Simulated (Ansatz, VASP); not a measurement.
Si3N4 in VASP and in Ansatz

File POSCAR:

```
Si3N4
1.0
    7.6056640558      0.0000000000      0.0000000000
   -3.8028320279      6.5866982850      0.0000000000
    0.0000000000      0.0000000000      2.9056464664
Si N
6 8
Direct
    0.2306108591      0.8245677903      0.7500000000
    0.4060430687      0.2306108591      0.2500000000
    0.8245677903      0.5939569313      0.2500000000
    0.1754322097      0.4060430687      0.7500000000
    0.5939569313      0.7693891409      0.7500000000
    0.7693891409      0.1754322097      0.2500000000
    0.3333333333      0.6666666667      0.7500000000
    0.6666666667      0.3333333333      0.2500000000
    0.9687373408      0.6696818164      0.7500000000
    0.2990555244      0.9687373408      0.2500000000
    0.6696818164      0.7009444756      0.2500000000
    0.3303181836      0.2990555244      0.7500000000
    0.0312626592      0.3303181836      0.2500000000
    0.7009444756      0.0312626592      0.7500000000
```

File INCAR.step1:

```
SYSTEM = Si3N4
ALGO = Normal
EDIFF = 1E-4
ENCUT = 520
GGA = PE
ISMEAR = 0
LASPH = .TRUE.
LCHARG = .FALSE.
LREAL = .FALSE.
LWAVE = .TRUE.
NBANDS = 45
NELM = 60
PREC = Accurate
SIGMA = 0.01
```

INCAR.step2

```
SYSTEM = Si3N4
ALGO = Normal
EDIFF = 1E-6
ENCUT = 520
ISIF = 2
ISMEAR = 0
ISTART = 1
LASPH = .TRUE.
LCHARG = .FALSE.
LMIXTAU = .TRUE.
LREAL = .FALSE.
LWAVE = .FALSE.
METAGGA = R2SCAN
NBANDS = 45
NELM = 60
PREC = Accurate
SIGMA = 0.01
```

KPOINTS

```
k-points
0
G
  6 6 8
  0 0 0
```

Input for Ansatz:

```yaml
crystal:
  lattice:
    - [7.6056640558, 0.0, 0.0]
    - [-3.8028320279, 6.586698285, 0.0]
    - [0.0, 0.0, 2.9056464664]
  atoms:
    - { symbol: Si, position: [0.2306108591, 0.8245677903, 0.75] }
    - { symbol: Si, position: [0.4060430687, 0.2306108591, 0.25] }
    - { symbol: Si, position: [0.8245677903, 0.5939569313, 0.25] }
    - { symbol: Si, position: [0.1754322097, 0.4060430687, 0.75] }
    - { symbol: Si, position: [0.5939569313, 0.7693891409, 0.75] }
    - { symbol: Si, position: [0.7693891409, 0.1754322097, 0.25] }
    - { symbol: "N", position: [0.3333333333, 0.6666666667, 0.75] }
    - { symbol: "N", position: [0.6666666667, 0.3333333333, 0.25] }
    - { symbol: "N", position: [0.9687373408, 0.6696818164, 0.75] }
    - { symbol: "N", position: [0.2990555244, 0.9687373408, 0.25] }
    - { symbol: "N", position: [0.6696818164, 0.7009444756, 0.25] }
    - { symbol: "N", position: [0.3303181836, 0.2990555244, 0.75] }
    - { symbol: "N", position: [0.0312626592, 0.3303181836, 0.25] }
    - { symbol: "N", position: [0.7009444756, 0.0312626592, 0.75] }
kpoints:
  mp_grid: { grid: [6, 6, 8] }
  band_path:
    path:
      - [0.0, 0.0, 0.0]
      - [0.5, 0.0, 0.0]
      - [0.3333333333, 0.3333333333, 0.0]
      - [0.0, 0.0, 0.5]
      - [0.5, 0.0, 0.5]
      - [0.3333333333, 0.3333333333, 0.5]
      - [0.0, 0.0, 0.171875]
    npoints: 1
hamiltonian:
  xc: r2scan
scf:
  occupations: { method: fixed }
  n_extra_bands: 7
output:
  forces: true
  stress: true
  eigenvalues: true
```

Alike in both runs: task single point; functional r2SCAN; k mesh 6 × 6 × 8; no spin polarisation.

|  | VASP | Ansatz |
| --- | --- | --- |
| version | VASP 6.6.1 | Ansatz 0.2.0 |
| potentials or method | VASP PAW PBE potentials, release 64 (Si, N) | plane waves, PAW |
| plane-wave cutoff (eV) | 520 | 500 |
| occupations | gaussian, width 0.01 eV | fixed |
| valence electrons in the cell | 64 | 64 |

```csv
,VASP,Ansatz,Ansatz less VASP
gap on the k mesh at the Fermi level (eV),5.00,5.01,+0.008
pressure (GPa),-0.2,0.0,+0.16
```

VASP's potentials were made for PBE, not for r2SCAN.
